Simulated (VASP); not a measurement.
Runs of VASP 6.6.1 on TaBi. The structure is that of space group Fm-3m (No. 225), or close to it. The cells are those of the table. 

| cell | gap on the mesh (eV) | pressure (GPa) |
| --- | --- | --- |
| a = 4.088 Å, angles 60.0°, 2 atoms | none | (b) |
| a = 4.052 Å, angles 60.0°, 2 atoms | none | 0.8 |
| a = 4.006 Å, angles 60.0°, 2 atoms | none | 5.0 |
| a = 4.114 Å, angles 60.0°, 2 atoms | none | -4.0 |
| a = 4.034 Å, angles 60.0°, 2 atoms | none | 2.4 |
| a = 4.059 Å, angles 60.0°, 2 atoms | none | 0.2 |
| a = 4.061 Å, angles 60.0°, 2 atoms | none | (a) |

Alike in all rows: task single point; level PBEsol; potentials or basis VASP PAW PBE potentials, release 64 (Ta_pv, Bi_d); no spin polarisation; k mesh 10 × 10 × 10; cutoff (eV) 520; smearing gaussian 0.05 eV.

Problem. Estimate the missing entries.

Solution. (a) 0.0; (b) -2.1.

Caveats: the PAW data sets were made with another functional, which shifts forces and pressure a little; spin-orbit coupling is left out, which moves the levels of the heavy elements; the cell stands under pressure (at least some runs); the cell stands under tension (at least some runs).

A k mesh can miss the band edges, and the runs leave out spin-orbit coupling on Bi, Ta.

A gap of «none» marks levels without a gap at the run's occupations.
